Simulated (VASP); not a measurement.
A run of VASP 6.6.1:

INCAR

```
SYSTEM = MoSe
ALGO     = Normal         ! electronic algorithm
EDIFF    = 1E-7           ! SCF threshold, eV
EDIFFG   = -0.05          ! ionic threshold
ENCUT    = 500            ! plane-wave cutoff, eV
GGA      = PE             ! functional
GGA_COMPAT= .FALSE.      
IBRION   = 2              ! ionic algorithm
ISIF     = 3              ! what is computed and relaxed
ISMEAR   = 0              ! smearing method
ISPIN    = 2              ! spin polarisation
LASPH    = .TRUE.         ! aspherical terms in the spheres
LCHARG   = .FALSE.        ! write CHGCAR
LDAU     = .TRUE.         ! DFT+U
LDAUJ    = 0 0          
LDAUL    = 2 -1           ! shell
LDAUPRINT= 1            
LDAUTYPE = 2            
LDAUU    = 4.38 0         ! U, eV
LMAXMIX  = 4              ! l up to which the mixer works
LORBIT   = 11             ! projections on sites
LREAL    = .FALSE.        ! projectors in reciprocal space
LWAVE    = .FALSE.        ! write WAVECAR
MAGMOM   = 2.79 0         ! initial moments
NELM     = 200            ! most SCF steps
NELMIN   = 4            
NSW      = 100            ! ionic steps
PREC     = Accurate       ! precision mode
SIGMA    = 0.1            ! smearing width, eV
```

The input KPOINTS:

```
k-points
0
G
  6 6 6
  0 0 0
```

File POSCAR:

```
MoSe
1.0
    0.0000000000      2.5490353640      2.5490353640
    2.5490353640      0.0000000000      2.5490353640
    2.5490353640      2.5490353640      0.0000000000
Mo Se
1 1
Direct
    0.0000000000      0.0000000000      0.0000000000
    0.5000000000      0.5000000000      0.5000000000
```

Potentials or basis: VASP PAW PBE potentials, release 64 (Mo_sv, Se).

The run is started by

```bash
$ cat potpaw_PBE.64/Mo_sv/POTCAR potpaw_PBE.64/Se/POTCAR > POTCAR
$ mpirun -np 1 vasp_std > vasp.out
```

Hardware: 1 thread of Intel Xeon 8259CL, on a shared host.

Q: Estimate the wall time of this run.

A: It took 2.8 min on 1 thread of Intel Xeon 8259CL, on a shared host, peak memory 0.18 GiB. Counts: scf iterations 63, k points 16, ion steps 4.
